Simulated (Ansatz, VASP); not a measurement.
## ZnS in VASP and in Ansatz

Contents of POSCAR:

```
ZnS
1.0
    0.0000000000      2.7753485911      2.7753485911
    2.7753485911      0.0000000000      2.7753485911
    2.7753485911      2.7753485911      0.0000000000
Zn S
1 1
Direct
    0.0000000000      0.0000000000      0.0000000000
    0.7500000000      0.7500000000      0.7500000000
```

File INCAR.step1:

```
SYSTEM = ZnS
PREC = Accurate ; ENCUT = 520
ISMEAR = 0 ; SIGMA = 0.05
LREAL = .False. ; LASPH = .True.
NELM = 80 ; NBANDS = 16
GGA = PE ; ALGO = Normal
EDIFF = 1E-4 ; LWAVE = .True.
LCHARG = .False.
```

Contents of INCAR.step2:

```
SYSTEM = ZnS
PREC = Accurate ; ENCUT = 520
EDIFF = 1E-7 ; ISMEAR = 0
SIGMA = 0.05 ; LREAL = .False.
LASPH = .True. ; NELM = 80
ALGO = Normal ; ISIF = 2
LWAVE = .False. ; LCHARG = .False.
METAGGA = R2SCAN ; LMIXTAU = .True.
NBANDS = 16 ; ISTART = 1
```

Contents of KPOINTS:

```
Automatic mesh
0
Gamma
  8 8 8
  0 0 0
```

Input for Ansatz:

```yaml
crystal:
  lattice:
    - [0.0, 2.7753485911, 2.7753485911]
    - [2.7753485911, 0.0, 2.7753485911]
    - [2.7753485911, 2.7753485911, 0.0]
  atoms:
    - { symbol: Zn, position: [0.0, 0.0, 0.0] }
    - { symbol: S, position: [0.75, 0.75, 0.75] }
basis:
  ecutwfc: 500
kpoints:
  mp_grid: { grid: [8, 8, 8] }
hamiltonian:
  xc: r2scan
scf:
  occupations: { method: gaussian, width: 0.05 }
output:
  forces: true
  stress: true
  eigenvalues: true
  write_density: true
  write_potential: true
  elf: true
  volumetric_format: npy
```

Change from the starting cell: strain +0.030 along x and y, +0.030 along z, atoms carried along.

Alike in both runs: task single point; functional r2SCAN; k mesh 8 × 8 × 8; occupations gaussian, width 0.05 eV; no spin polarisation.

```csv
,VASP,Ansatz
version,VASP 6.6.1,Ansatz 0.2.0
potentials or method,"VASP PAW PBE potentials, release 64 (Zn, S), cutoff 520 eV","scalar-relativistic, plane waves, PAW"
valence electrons in the cell,18,18
```

Ansatz gave:

| Property | Result |
| --- | --- |
| gap on the k mesh at the Fermi level (eV) | 2.30 |
| least direct gap on the mesh (eV) | 2.30 |
| pressure (GPa) | -5.7 |

Which values does VASP return?

gap on the k mesh at the Fermi level (eV): 2.31; least direct gap on the mesh (eV): 2.31; pressure (GPa): -5.7.

VASP's potentials were made for PBE, not for r2SCAN. The functional is the same, so the differences come from potentials, cutoffs and numerics.
